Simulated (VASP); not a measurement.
# Au (Pm-3m) in VASP: further runs

Au is run at these levels: PBEsol; tasks: relaxation of cell and atoms.

Program: VASP 6.6.1. These are calculated values, not measurements. Logs are shortened: lines on timing, memory, paths and dates and some standing lists are left out, and cuts for length are marked.

### Step 1. The cell of the first run

It takes space group Pm-3m (No. 221, cubic). Conventional cell: a = 2.650 Å, b = 2.650 Å, c = 2.650 Å, α = 90.00°, β = 90.00°, γ = 90.00°. Au (site symmetry m-3m) has 6 Au at 2.65 Å within 3.5 Å.

### Step 2. Relaxation of cell and atoms, PBEsol

Contents of INCAR:

```
ALGO     = Normal         # electronic algorithm
EDIFF    = 1E-6           # SCF threshold, eV
EDIFFG   = -0.03          # ionic threshold
ENCUT    = 600            # plane-wave cutoff, eV
GGA      = PS             # functional
IBRION   = 2              # ionic algorithm
ISIF     = 3              # what is computed and relaxed
ISMEAR   = -1             # smearing method
LASPH    = True           # aspherical terms in the spheres
LCHARG   = False          # write CHGCAR
LREAL    = False          # projectors in reciprocal space
LWAVE    = False          # write WAVECAR
NELM     = 80             # most SCF steps
NSW      = 60             # ionic steps
PREC     = Accurate       # precision mode
SIGMA    = 0.05           # smearing width, eV
```

Contents of KPOINTS:

```
k-points
0
Gamma
  8 8 8
```

Contents of POSCAR:

```
Au
1.0
    2.6500000000      0.0000000000      0.0000000000
    0.0000000000      2.6500000000      0.0000000000
    0.0000000000      0.0000000000      2.6500000000
Au
1
Direct
    0.0000000000      0.0000000000      0.0000000000
```

Potentials or basis: VASP PAW PBE potentials, release 64 (Au).

Launch:

```bash
$ cat potpaw_PBE.64/Au/POTCAR > POTCAR
$ mpirun -np 1 vasp_std > vasp.out
```

OUTCAR:

```text
EDIFF = 1E-6
   EDIFFG = -0.03
   ENCUT = 600
   GGA = PS
   IBRION = 2
   ISIF = 3
   ISMEAR = -1
   LASPH = True
   LREAL = False
   NELM = 80
   NSW = 60
   PREC = Accurate

 ion  position               nearest neighbor table
   1  0.000  0.000  0.000-

  LATTYP: Found a simple cubic cell.
 ALAT       =     2.6500000000

  Lattice vectors:

 A1 = (   2.6500000000,   0.0000000000,   0.0000000000)
 A2 = (   0.0000000000,   2.6500000000,   0.0000000000)
 A3 = (   0.0000000000,   0.0000000000,   2.6500000000)

Analysis of symmetry for initial positions (statically):
=====================================================================
 Subroutine PRICEL returns:
 Original cell was already a primitive cell.

 Routine SETGRP: Setting up the symmetry group for a
 simple cubic supercell.

 Subroutine GETGRP returns: Found 48 space group operations
 (whereof 48 operations were pure point group operations)
 out of a pool of 48 trial point group operations.

The static configuration has the point symmetry O_h .

Analysis of symmetry for dynamics (positions and initial velocities):
=====================================================================
 Subroutine PRICEL returns:
 Original cell was already a primitive cell.

 Routine SETGRP: Setting up the symmetry group for a
 simple cubic supercell.

 Subroutine GETGRP returns: Found 48 space group operations
 (whereof 48 operations were pure point group operations)
 out of a pool of 48 trial point group operations.

The dynamic configuration has the point symmetry O_h .

 Subroutine INISYM returns: Found 48 space group operations
 (whereof 48 operations are pure point group operations),
 and found     1 'primitive' translations

----------------------------------------------------------------------------------------

                                     Primitive cell

  volume of cell :      18.6096

  direct lattice vectors                    reciprocal lattice vectors
     2.650000000  0.000000000  0.000000000     0.377358491  0.000000000  0.000000000
     0.000000000  2.650000000  0.000000000     0.000000000  0.377358491  0.000000000
     0.000000000  0.000000000  2.650000000     0.000000000  0.000000000  0.377358491

  length of vectors
     2.650000000  2.650000000  2.650000000     0.377358491  0.377358491  0.377358491

  position of ions in fractional coordinates (direct lattice)
     0.000000000  0.000000000  0.000000000

  ion indices of the primitive-cell ions
   primitive index   ion index
                 1           1

----------------------------------------------------------------------------------------

 KPOINTS: k-points

Automatic generation of k-mesh.
 Grid dimensions read from file:
 generate k-points for:    8    8    8

 Generating k-lattice:

  Cartesian coordinates                     Fractional coordinates (reciprocal lattice)
     0.047169811  0.000000000  0.000000000     0.125000000  0.000000000  0.000000000
     0.000000000  0.047169811  0.000000000     0.000000000  0.125000000  0.000000000
     0.000000000  0.000000000  0.047169811     0.000000000  0.000000000  0.125000000

  Length of vectors
     0.047169811  0.047169811  0.047169811

  Shift w.r.t. Gamma in fractional coordinates (k-lattice)
     0.000000000  0.000000000  0.000000000

 Subroutine IBZKPT returns following result:
 ===========================================

 Found     35 irreducible k-points:

 Following reciprocal coordinates:
            Coordinates               Weight
  0.000000  0.000000  0.000000      1.000000
  0.125000  0.000000  0.000000      6.000000
  0.250000  0.000000  0.000000      6.000000
  0.375000  0.000000  0.000000      6.000000
  0.500000  0.000000  0.000000      3.000000
  0.125000  0.125000  0.000000     12.000000
[... 16 lines left out ...]
  0.375000  0.375000  0.125000     24.000000
  0.500000  0.375000  0.125000     24.000000
 [... further k-points ...]
   k-points           NKPTS =     35   k-points in BZ     NKDIM =     35   number of bands    NBANDS=      9
[... 31 lines left out ...]
   EFERMI =   0.00;   METHOD = LEGACY
   ISMEAR =    -1;   SIGMA  =   0.05  broadening in eV -4-tet -1-fermi 0-gaus
   EFERMI_NEDOS =   21; number of points for ismear=-14 and -15
   IALGO  =     38    algorithm
   IMIX   =      4    mixing-type and parameters
     AMIX     =   0.40;   BMIX     =  1.00
     AMIX_MAG =   1.60;   BMIX_MAG =  1.00
  volume/ion in A,a.u.               =      18.61       125.58
  Fermi-wavevector in a.u.,A,eV,Ry     =   1.373915  2.596323 25.682933  1.887642
  Thomas-Fermi vector in A             =   2.499389
   LORBIT       =      0    0 simple, 1 ext, 2 COOP (PROOUT), +10 PAW based schemes
   GGA     = PS    functional components
   LHFCALC =     F    Hartree Fock is set to
   AEXX    =    0.0000 exact exchange contribution
   IVDW    =     0    specifies the selected vdW correction
   LEPSILON=     F    determine dielectric tensor
   LRPA    =     F    only Hartree local field effects (RPA)
 conjugate gradient relaxation of ions
 non-spin polarized calculation
  energy-cutoff  :      600.00
  volume of cell :       18.61
 maximum number of plane-waves:       632
 NGX is ok and might be reduce to    24
   NGX = 11   NGY = 11   NGZ = 11

--------------------------------------- Ionic step        1  -------------------------------------------

 number of electron      10.9999999 magnetization

 Free energy of the ion-electron system (eV)
  ---------------------------------------------------
  ext. energy  EPLUGINS =         0.00000000
  ---------------------------------------------------
  free energy    TOTEN  =        -3.63076793 eV

  energy without entropy =       -3.62402792  energy(sigma->0) =       -3.62739793

------------------------ aborting loop because EDIFF is reached ----------------------------------------

  FORCE on cell =-STRESS in cart. coord.  units (eV):
  Direction    XX          YY          ZZ          XY          YZ          ZX
  --------------------------------------------------------------------------------------
  -------------------------------------------------------------------------------------
  Total        0.8525659      0.8525659      0.8525659     -0.0000000      0.0000000     -0.0000000
  in kB       73.4008228     73.4008228     73.4008228     -0.0000000      0.0000000     -0.0000000
  external PRESSURE =      73.4008228 kB  Pullay stress =       0.0000000 kB
[... 55 lines left out ...]
  energy  without entropy=       -3.6189346981  energy(sigma->0) =       -3.61981329

--------------------------------------- Ionic step        3  -------------------------------------------

 number of electron      11.0000001 magnetization

 Free energy of the ion-electron system (eV)
  ---------------------------------------------------
  ext. energy  EPLUGINS =         0.00000000
  ---------------------------------------------------
  free energy    TOTEN  =        -3.65383467 eV

  energy without entropy =       -3.65008318  energy(sigma->0) =       -3.65195892

 E-fermi :   6.8553     XC(G=0): -11.9227

 val. band max:        6.7762870245   @ k =   0.5000   0.5000   0.5000
 cond. band min:       6.9664517986   @ k =   0.3750   0.2500   0.2500
 fundamental gap:      0.1901647741
 Fermi energy:         6.8553385003

 k-point     1 :       0.0000    0.0000    0.0000
  band No.  band energies     occupation
      1      -1.4579      2.00000
      2       0.8435      2.00000
      3       0.8435      2.00000
      4       5.4380      2.00000
      5       5.4380      2.00000
      6       5.4380      2.00000
      7      20.9166      0.00000
      8      20.9166      0.00000
      9      20.9166      0.00000
[... 265 lines left out ...]
 k-point    24 :       0.5000    0.3750    0.1250
  band No.  band energies     occupation
      1       1.2458      2.00000
      2       2.1238      2.00000
      3       3.5661      2.00000
      4       3.8131      2.00000
      5       5.6245      2.00000
      6      10.1436      0.00000
      7      10.6841      0.00000
      8      16.5181      0.00000
      9      19.2579      0.00000

 [... further k-points ...]
[... 5 lines left out ...]
  --------------------------------------------------------------------------------------
  -------------------------------------------------------------------------------------
  Total       -0.0070931     -0.0070931     -0.0070931      0.0000000     -0.0000000      0.0000000
  in kB       -0.5781637     -0.5781637     -0.5781637      0.0000000     -0.0000000      0.0000000
  external PRESSURE =      -0.5781637 kB  Pullay stress =       0.0000000 kB
[... 16 lines left out ...]
  FREE ENERGIE OF THE ION-ELECTRON SYSTEM (eV)
  ---------------------------------------------------
  free  energy   TOTEN  =        -3.6538346685 eV

  energy  without entropy=       -3.6500831789  energy(sigma->0) =       -3.65195892

 reached required accuracy - stopping structural energy minimisation
```

Run time: 23 s. Hardware: 1 thread of AMD EPYC 7R13, shared host; peak memory 0.12 GiB.

What came out:

- Free energy: -3.6538 eV
- Relaxed volume: 19.66 Å³/atom
- Relaxed cell: a = 2.699 Å, b = 2.699 Å, c = 2.699 Å, α = 90.00°, β = 90.00°, γ = 90.00°
- Space group after relaxing (to 0.05 Å): Pm-3m (No. 221)
- Energy gained by relaxing: 23.1 meV/atom
- Ionic steps: 3
- Pressure after relaxing: -0.1 GPa

Step by step:
| step | energy change (eV) | largest force (eV/Å) | pressure (GPa) | volume (Å³) |
| --- | --- | --- | --- | --- |
| 1 | 0.0000 | 0.0000 | 7.34 | 18.61 |
| 2 | 0.0101 | 0.0000 | -7.32 | 21.00 |
| 3 | -0.0231 | 0.0000 | -0.06 | 19.66 |

Final structure:
```
CELL_PARAMETERS angstrom
2.69877 0.00000 0.00000
0.00000 2.69877 0.00000
0.00000 0.00000 2.69877
ATOMIC_POSITIONS crystal
Au 0.00000 0.00000 0.00000
```

Caveat: the PAW data sets were made with another functional, which shifts forces and pressure a little; spin-orbit coupling is left out, which moves the levels of the heavy elements.

### Step 3. Relaxation of cell and atoms, PBEsol, target pressure 20 GPa, at which the enthalpy is minimised

Contents of INCAR:

```
SYSTEM = Au
PREC     = Accurate       ! precision mode
ENCUT    = 600            ! plane-wave cutoff, eV
EDIFF    = 1E-6           ! SCF threshold, eV
ISMEAR   = -1             ! smearing method
SIGMA    = 0.05           ! smearing width, eV
LREAL    = .False.        ! projectors in reciprocal space
LASPH    = .True.         ! aspherical terms in the spheres
NELM     = 60             ! most SCF steps
ALGO     = Normal         ! electronic algorithm
ISIF     = 3              ! what is computed and relaxed
LWAVE    = .False.        ! write WAVECAR
LCHARG   = .False.        ! write CHGCAR
GGA      = PS             ! functional
IBRION   = 2              ! ionic algorithm
NSW      = 60             ! ionic steps
EDIFFG   = -0.03          ! ionic threshold
PSTRESS  = 200.0
```

Contents of KPOINTS:

```
Automatic mesh
0
Gamma
  8 8 8
  0 0 0
```

POSCAR is that of step 2.

Potentials or basis: VASP PAW PBE potentials, release 64 (Au).

Launch:

```bash
$ cat potpaw_PBE.64/Au/POTCAR > POTCAR
$ mpirun -np 1 vasp_std > vasp.out
```

Run time: 35 s. Hardware: 1 thread of AMD EPYC 7R13, shared host; peak memory 0.12 GiB.

It converged, with:

```yaml
Free_energy: -3.5338 eV
Relaxed_volume: 17.41 Å³/atom
Relaxed_cell: a = 2.592 Å, b = 2.592 Å, c = 2.592 Å, α = 90.00°, β = 90.00°, γ = 90.00°
Space_group_after_relaxing_to_0.05_Å: Pm-3m (No. 221)
Energy_change_on_relaxing_the_enthalpy_is_what_falls: +97.0 meV/atom
Ionic_steps: 4
Pressure_after_relaxing: 19.7 GPa
```

The path:
```
step  energy change (eV)  largest force (eV/Å)  pressure (GPa)  volume (Å³)
   1              0.0000                0.0000            7.34        18.61
   2              0.7667                0.0000           74.67        14.92
   3              0.0906                0.0000           19.06        17.47
   4              0.0970                0.0000           19.73        17.41
```

Final structure:
```xyz
1
Lattice="2.5920 0.0000 0.0000 0.0000 2.5920 0.0000 0.0000 0.0000 2.5920" Properties=species:S:1:pos:R:3 pbc="T T T"
Au    0.0000    0.0000    0.0000
```

Levels at points of the mesh, in eV from the Fermi level:
```csv
k point,band 3,band 4,band 5,band 6,band 7,band 8,band 9
"(0.00, 0.00, 0.00)",-7.06,-1.48,-1.48,-1.48,14.72,14.72,14.72
"(0.50, 0.00, 0.00)",-3.44,-3.44,-1.35,-1.29,2.82,16.40,19.29
"(0.50, 0.50, 0.00)",-3.09,-3.09,0.02,3.68,3.68,8.12,12.39
"(0.50, 0.50, 0.50)",-6.18,0.15,0.15,9.21,9.21,9.21,9.62
```

Caveat: the cell is relaxed towards a set pressure, so the enthalpy falls and the energy may rise; the PAW data sets were made with another functional, which shifts forces and pressure a little; spin-orbit coupling is left out, which moves the levels of the heavy elements.

### Step 4. Relaxation of cell and atoms, PBEsol, target pressure 40 GPa, at which the enthalpy is minimised

Contents of INCAR:

```
SYSTEM = Au
PREC     = Accurate       ! precision mode
ENCUT    = 600            ! plane-wave cutoff, eV
EDIFF    = 1E-7           ! SCF threshold, eV
ISMEAR   = -1             ! smearing method
SIGMA    = 0.05           ! smearing width, eV
LREAL    = .FALSE.        ! projectors in reciprocal space
LASPH    = .TRUE.         ! aspherical terms in the spheres
NELM     = 60             ! most SCF steps
ALGO     = Normal         ! electronic algorithm
ISIF     = 3              ! what is computed and relaxed
LWAVE    = .FALSE.        ! write WAVECAR
LCHARG   = .FALSE.        ! write CHGCAR
GGA      = PS             ! functional
IBRION   = 2              ! ionic algorithm
NSW      = 60             ! ionic steps
EDIFFG   = -0.03          ! ionic threshold
PSTRESS  = 400.0
```

Contents of KPOINTS:

```
regular mesh
0
G
  8 8 8
  0 0 0
```

POSCAR is that of step 3.

Launch:

```bash
$ cat potpaw_PBE.64/Au/POTCAR > POTCAR
$ mpirun -np 1 vasp_std > vasp.out
```

It took 60 s on 1 thread of AMD EPYC 7R13, shared host; peak memory 0.13 GiB.

Results (log left out):

```
Free energy                                            : -3.3147 eV
Relaxed volume                                         : 16.21 Å³/atom
Relaxed cell                                           : a = 2.531 Å, b = 2.531 Å, c = 2.531 Å, α = 90.00°, β = 90.00°, γ = 90.00°
Space group after relaxing (to 0.05 Å)                 : Pm-3m (No. 221)
Energy change on relaxing (the enthalpy is what falls) : +316.0 meV/atom
Ionic steps                                            : 5
Pressure after relaxing                                : 40.2 GPa
```

The path:
| step | energy change (eV) | largest force (eV/Å) | pressure (GPa) | volume (Å³) |
| --- | --- | --- | --- | --- |
| 1 | 0.0000 | 0.0000 | 7.36 | 18.61 |
| 2 | 7.6170 | 0.0000 | 511.11 | 10.15 |
| 3 | 0.2147 | 0.0000 | 31.28 | 16.67 |
| 4 | 0.2612 | 0.0000 | 35.44 | 16.44 |
| 5 | 0.3160 | 0.0000 | 40.16 | 16.21 |

Final structure:
```
CELL_PARAMETERS angstrom
2.53085 0.00000 0.00000
0.00000 2.53085 0.00000
0.00000 0.00000 2.53085
ATOMIC_POSITIONS crystal
Au 0.00000 0.00000 0.00000
```

Levels at points of the mesh, in eV from the Fermi level:
```
           k point  band 4  band 5  band 6  band 7  band 8  band 9
(0.00, 0.00, 0.00)   -1.50   -1.50   -1.50   15.07   15.07   15.07
(0.50, 0.00, 0.00)   -3.74   -1.74   -1.28    3.20   16.36   19.63
(0.50, 0.50, 0.00)   -3.33    0.19    3.63    3.63    8.96   12.82
(0.50, 0.50, 0.50)    0.34    0.34    9.33    9.61    9.61    9.61
```

Caveat: the cell is relaxed towards a set pressure, so the enthalpy falls and the energy may rise; the PAW data sets were made with another functional, which shifts forces and pressure a little; spin-orbit coupling is left out, which moves the levels of the heavy elements.

### Step 5. Relaxation of cell and atoms, PBEsol, target pressure 60 GPa, at which the enthalpy is minimised

Contents of INCAR:

```
SYSTEM = Au
  PREC = Accurate
  ENCUT = 600
  EDIFF = 1E-6
  ISMEAR = -1
  SIGMA = 0.05
  LREAL = .FALSE.
  LASPH = .TRUE.
  NELM = 80
  ALGO = Normal
  ISIF = 3
  LWAVE = .FALSE.
  LCHARG = .FALSE.
  GGA = PS
  IBRION = 2
  NSW = 60
  EDIFFG = -0.03
  PSTRESS = 600.0
```

Contents of KPOINTS:

```
Automatic mesh
0
G
  8 8 8
  0 0 0
```

POSCAR is that of step 4.

Launch:

```bash
$ cat potpaw_PBE.64/Au/POTCAR > POTCAR
$ mpirun -np 1 vasp_std > vasp.out
```

Run time: 77 s. Hardware: 1 thread of AMD EPYC 7R13, shared host; peak memory 0.15 GiB.

The run converged. Its results:

- Free energy: -3.0665 eV
- Relaxed volume: 15.41 Å³/atom
- Relaxed cell: a = 2.488 Å, b = 2.488 Å, c = 2.488 Å, α = 90.00°, β = 90.00°, γ = 90.00°
- Space group after relaxing (to 0.05 Å): Pm-3m (No. 221)
- Energy change on relaxing (the enthalpy is what falls): +564.2 meV/atom
- Ionic steps: 6
- Pressure after relaxing: 59.8 GPa

Step by step:
```tsv
step	energy change (eV)	largest force (eV/Å)	pressure (GPa)	volume (Å³)
1	0.0000	0.0000	7.34	18.61
2	34.2509	0.0000	2290.51	6.52
3	0.2095	0.0000	30.78	16.69
4	0.3038	0.0000	39.13	16.26
5	0.5982	0.0000	62.36	15.32
6	0.5642	0.0000	59.83	15.41
```

Final structure:
```
Au
1.0
     2.48835    0.00000    0.00000
     0.00000    2.48835    0.00000
     0.00000    0.00000    2.48835
Au
1
Cartesian
  0.0000 0.0000 0.0000
```

Levels at points of the mesh, in eV from the Fermi level:
```
           k point  band 4  band 5  band 6  band 7  band 8  band 9
(0.00, 0.00, 0.00)   -1.49   -1.49   -1.49   15.31   15.31   15.31
(0.50, 0.00, 0.00)   -3.95   -2.04   -1.25    3.51   16.29   19.87
(0.50, 0.50, 0.00)   -3.50    0.35    3.60    3.60    9.62   13.15
(0.50, 0.50, 0.50)    0.51    0.51    9.08    9.93    9.93    9.93
```

Caveat: the cell is relaxed towards a set pressure, so the enthalpy falls and the energy may rise; the volume moved by over 15 % at a fixed basis, so the end points are rough; the PAW data sets were made with another functional, which shifts forces and pressure a little; spin-orbit coupling is left out, which moves the levels of the heavy elements.

### Step 6. The runs side by side

| cell | gap on the mesh (eV) | pressure (GPa) |
| --- | --- | --- |
| relaxed | none | -0.1 |
| relaxed to 20 GPa | none | 19.7 |
| relaxed to 40 GPa | none | 40.2 |
| relaxed to 60 GPa | none | 59.8 |

Alike in all rows: task relaxation of cell and atoms; level PBEsol; potentials or basis VASP PAW PBE potentials, release 64 (Au); no spin polarisation; k mesh 8 × 8 × 8; cutoff (eV) 600; smearing fermi-dirac 0.05 eV.

Caveats: the PAW data sets were made with another functional, which shifts forces and pressure a little; spin-orbit coupling is left out, which moves the levels of the heavy elements; the cell is relaxed towards a set pressure, so the enthalpy falls and the energy may rise (some runs); the volume moved by over 15 % at a fixed basis, so the end points are rough (some runs).

Absolute energies hang on the potentials; compare differences alone.
